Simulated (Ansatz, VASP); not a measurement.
SiC in VASP and in Ansatz

```xyz
8
Lattice="2.9852 0.0000 0.0000 -1.4926 2.5853 0.0000 0.0000 0.0000 10.1344" Properties=species:S:1:pos:R:3 pbc="T T T"
Si    0.0000    0.0000    0.0088
Si    0.0000    1.7235    2.5424
Si    0.0000    0.0000    5.0760
Si    1.4926    0.8618    7.6096
C     0.0000    0.0000    1.8888
C     0.0000    1.7235    4.4276
C     0.0000    0.0000    6.9560
C     1.4926    0.8618    9.4948
```

Change from the starting cell: epitaxial_xy strain -3.0%.

Alike in both runs: task single point; functional r2SCAN; k mesh 12 × 12 × 4; no spin polarisation.

```csv
,VASP,Ansatz
version,VASP 6.6.1,Ansatz 0.2.0
potentials or method,"VASP PAW PBE potentials, release 64 (Si, C)","plane waves, PAW"
plane-wave cutoff (eV),520,500
occupations,"gaussian, width 0.01 eV",fixed
valence electrons in the cell,32,32
```

Ansatz gave:

| Quantity | Value |
| --- | --- |
| gap on the k mesh at the Fermi level (eV) | 2.33 |
| pressure (GPa) | 14.2 |
| traceless stress, the component that is largest in VASP (GPa) | -14.22 |

**Question.** Which values does VASP return?

**Answer.** gap on the k mesh at the Fermi level (eV): 2.35; pressure (GPa): 14.0; traceless stress, the component that is largest in VASP (GPa): -14.30.

VASP's potentials were made for PBE, not for r2SCAN.
